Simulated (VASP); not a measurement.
**Al: single point with r2SCAN**

The system is Al.

```
Al
1.0
     0.00000    1.99669    1.99669
     1.99669    0.00000    1.99669
     1.99669    1.99669    0.00000
Al
1
Direct
  0.00000 0.00000 0.00000
```

- Program: VASP 6.6.1
- Task: single point
- Functional: r2SCAN
- Potentials or basis: VASP PAW PBE potentials, release 64 (Al)
- Cutoff: 520 eV
- k mesh: 14 × 14 × 14
- Occupations: fermi-dirac, width 0.1 eV
- Spin: no spin polarisation

```yaml
Pressure: -0.5 GPa
```

Levels at points of the mesh, in eV from the Fermi level:
```tsv
k point	band 1	band 2	band 3	band 4	band 5
(0.00, 0.00, 0.00)	-12.08	13.54	13.54	13.54	15.74
(0.50, 0.00, 0.00)	-5.13	-4.56	12.27	12.27	12.74
(0.50, 0.50, 0.00)	-3.23	-1.65	5.49	6.20	6.20
```

It took 27 s on 1 thread of Intel Xeon 6975P-C, on a shared host, peak memory 0.14 GiB.

Caveat: the PAW data sets were made with another functional, which shifts forces and pressure a little.
